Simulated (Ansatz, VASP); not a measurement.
Hf: VASP beside Ansatz

File INCAR:

```
SYSTEM = Hf
  PREC = Accurate
  ENCUT = 600
  EDIFF = 1E-6
  ISMEAR = -1
  SIGMA = 0.05
  LREAL = .FALSE.
  LASPH = .TRUE.
  NELM = 60
  ALGO = Normal
  ISIF = 3
  LWAVE = .FALSE.
  LCHARG = .FALSE.
  GGA = RP
  IVDW = 13
  IBRION = 2
  NSW = 80
  EDIFFG = -0.02
```

File KPOINTS:

```
Automatic mesh
0
G
  10 10 5
  0 0 0
```

File POSCAR:

```
Hf
1.0
    3.1967000000      0.0000000000      0.0000000000
   -1.5983500000      2.7684234083      0.0000000000
    0.0000000000      0.0000000000      5.0578000000
Hf
2
Direct
    0.6666666667      0.3333333333      0.7500000000
    0.3333333333      0.6666666667      0.2500000000
```

input.yaml

```yaml
crystal:
  lattice:
    - [3.1967, 0.0, 0.0]
    - [-1.59835, 2.7684234083, 0.0]
    - [0.0, 0.0, 5.0578]
  atoms:
    - { symbol: Hf, position: [0.6666666667, 0.3333333333, 0.75] }
    - { symbol: Hf, position: [0.3333333333, 0.6666666667, 0.25] }
kpoints:
  mp_grid: { grid: [10, 10, 5] }
scf:
  occupations: { method: fermi_dirac, width: 0.05 }
hamiltonian:
  xc: rpbe
  dispersion: d4
  pseudopotentials: { kind: all_electron, lapw: { basis_error: 0.001 } }
output:
  forces: true
  stress: true
relax:
  f_tol: 0.02
  max_steps: 60
  cell: {}
```

Alike in both runs: task relaxation of cell and atoms; functional RPBE; dispersion D4; k mesh 10 × 10 × 5; occupations fermi-dirac, width 0.05 eV; no spin polarisation.

|  | VASP | Ansatz |
| --- | --- | --- |
| version | VASP 6.6.1 | Ansatz 0.2.0 |
| potentials or method | VASP PAW PBE potentials, release 64 (Hf_pv), cutoff 600 eV | all-electron LAPW, scalar-relativistic |

Ansatz gave:

| Property | Result |
| --- | --- |
| relaxed volume (Å³/atom) | 22.62 |
| relaxed cell length with the largest relative difference (Å) | 5.067 |

Question: Which values does VASP return?

Answer: Relaxed volume (Å³/atom): 22.51; relaxed cell length with the largest relative difference (Å): 5.056.

VASP's potentials were made for PBE, not for RPBE. Ansatz ran all-electron here, and VASP with PAW potentials.

Spin-orbit coupling is off throughout.
